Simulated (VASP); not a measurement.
**ZnF2: relaxation of cell and atoms with LDA**

ZnF2:

```
CELL_PARAMETERS angstrom
4.70480 0.00000 0.00000
0.00000 4.70480 0.00000
0.00000 0.00000 3.13380
ATOMIC_POSITIONS crystal
Zn 0.00000 0.00000 0.00000
Zn 0.50000 0.50000 0.50000
F 0.30240 0.30240 0.00000
F 0.19760 0.80240 0.50000
F 0.69760 0.69760 0.00000
F 0.80240 0.19760 0.50000
```

```yaml
Program: VASP 6.6.1
Task: relaxation of cell and atoms
Functional: LDA
Potentials_or_basis: VASP PAW LDA potentials, release 64 (Zn, F)
Cutoff: 600 eV
k_mesh: 6 × 6 × 8
Occupations: fermi-dirac, width 0.05 eV
Spin: no spin polarisation
Dipole_correction: no
Further_INCAR_settings: ALGO = Normal; EDIFF = 1e-07; IBRION = 2; EDIFFG = -0.002; NSW = 100; ISIF = 3
```

```
Relaxed volume                        : 11.08 Å³/atom
Relaxed cell                          : a = 4.632 Å, b = 4.632 Å, c = 3.097 Å, α = 90.00°, β = 90.00°, γ = 90.00°
Space group after relaxing (to 0.1 Å) : P4_2/mnm (No. 136)
Energy gained by relaxing             : 8.3 meV/atom
Ionic steps                           : 12
Pressure after relaxing               : 0.0 GPa
Band gap on the k mesh                : 3.39 eV
```

Step by step:
```
step  energy change (eV)  largest force (eV/Å)  pressure (GPa)  volume (Å³)
   1              0.0000                0.1032           -5.23        69.37
   2             -0.0445                0.0281            1.85        65.65
   3             -0.0496                0.0074           -0.02        66.51
   4             -0.0496                0.0051            0.10        66.45
   5             -0.0498                0.0046            0.11        66.44
   6             -0.0500                0.0026            0.13        66.40
   7             -0.0500                0.0043           -0.11        66.53
   8             -0.0500                0.0037           -0.01        66.47
   9             -0.0500                0.0036            0.02        66.46
  10             -0.0500                0.0036           -0.01        66.47
  11             -0.0500                0.0036            0.01        66.47
  12             -0.0500                0.0013            0.01        66.47
```

Final structure:
```
Zn F
1.0
     4.63243    0.00000    0.00000
     0.00000    4.63243    0.00000
     0.00000    0.00000    3.09735
Zn F
2 4
Cartesian
  4.6324 0.0000 0.0000
  2.3162 2.3162 1.5487
  1.4047 1.4047 0.0000
  0.9116 3.7209 1.5487
  3.2278 3.2278 3.0973
  3.7209 0.9116 1.5487
```

Levels at points of the mesh, in eV from the valence-band top:
| k point | band 22 | band 23 | band 24 | band 25 | band 26 | band 27 | band 28 | band 29 | band 30 | band 31 |
| --- | --- | --- | --- | --- | --- | --- | --- | --- | --- | --- |
| (0.00, 0.00, 0.00) | -1.74 | -1.36 | -0.39 | -0.39 | 0.00 | 3.39 | 9.37 | 9.37 | 9.42 | 13.18 |
| (0.50, 0.00, 0.00) | -1.79 | -0.69 | -0.69 | -0.49 | -0.49 | 6.07 | 6.07 | 10.31 | 10.31 | 12.91 |
| (0.50, 0.50, 0.00) | -1.64 | -1.39 | -1.39 | -0.41 | -0.41 | 7.09 | 7.09 | 8.96 | 8.96 | 14.44 |
| (0.00, 0.00, 0.50) | -1.51 | -1.38 | -1.38 | -1.35 | -1.35 | 8.29 | 8.29 | 11.84 | 11.84 | 12.94 |
| (0.50, 0.00, 0.50) | -2.02 | -1.46 | -1.46 | -0.08 | -0.08 | 8.87 | 8.87 | 10.17 | 10.17 | 13.80 |
| (0.50, 0.50, 0.50) | -1.67 | -1.35 | -1.35 | -0.85 | -0.85 | 8.12 | 8.12 | 11.18 | 11.18 | 12.24 |

Run time: 26 min on 1 thread of Oxide Virtual Turin-like Processor, on a shared host, peak memory 0.21 GiB.

A k mesh can miss the band edges. Zero-point motion and thermal expansion aren't in these numbers.
